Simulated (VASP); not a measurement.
Runs of VASP 6.6.1 on TiCo. The structure is that of space group Pm-3m (No. 221), or close to it. The cells are those of the table. 

| level | potentials or basis | spin | fixed moment (μB) | cell | k mesh | cutoff (eV) | second run | gap on the mesh (eV) | pressure (GPa) | moment (μB) |
| --- | --- | --- | --- | --- | --- | --- | --- | --- | --- | --- |
| PBE | VASP PAW PBE potentials, release 64 (Co, Ti_sv) | collinear, ferromagnetic start | - | a = 3.045 Å, 2 atoms | 9 × 9 × 9 | 520 | - | none | -9.2 | 0.86 |
| PBE | VASP PAW PBE potentials, release 64 (Co_sv, Ti_sv) | collinear, ferromagnetic start | 3.0 | a = 2.986 Å, 2 atoms | 8 × 8 × 8 | 600 | valence_matched | - | 10.1 | 3.00 |
| PBE+D4 | VASP PAW PBE potentials, release 64 (Co, Ti_sv) | collinear, ferromagnetic start | - | a = 2.961 Å, 2 atoms | 9 × 9 × 9 | 520 | - | none | -0.8 | 0.74 |
| PBEsol | VASP PAW PBE potentials, release 64 (Co, Ti_sv) | collinear, zero start | 0.0 | a = 2.986 Å, 2 atoms | 8 × 8 × 8 | 520 | - | - | -9.8 | 0.00 |
| PBE | VASP PAW PBE potentials, release 64 (Co_sv, Ti_sv) | collinear, ferromagnetic start | - | a = 3.025 Å, 2 atoms | 9 × 9 × 9 | 600 | valence_matched | none | -7.8 | 0.85 |
| PBEsol | VASP PAW PBE potentials, release 64 (Co_sv, Ti_sv) | collinear, ferromagnetic start | 3.0 | a = 2.986 Å, 2 atoms | 8 × 8 × 8 | 600 | valence_matched | - | 3.4 | 3.00 |
| PBEsol | VASP PAW PBE potentials, release 64 (Co, Ti_sv) | collinear, ferromagnetic start | - | a = 2.986 Å, 2 atoms | 9 × 9 × 9 | 520 | - | none | -8.6 | (a) |
| PBE | VASP PAW PBE potentials, release 64 (Co_sv, Ti_sv) | collinear, ferromagnetic start | 4.5 | a = 2.986 Å, 2 atoms | 8 × 8 × 8 | 600 | valence_matched | - | (b) | 4.50 |

Alike in all rows: task single point; smearing fermi-dirac 0.05 eV.

Q: Fill in the values left out.

A: (a) 0.67; (b) 23.9.

Caveats: the total moment is fixed, so each spin has its own Fermi level (some runs); the PAW data sets were made with another functional, which shifts forces and pressure a little (some runs); pairwise dispersion overbinds metals, which lowers pressure and volume (some runs).

A gap of «none» marks levels without a gap at the run's occupations.

The runs don't all hold the same shells in valence.
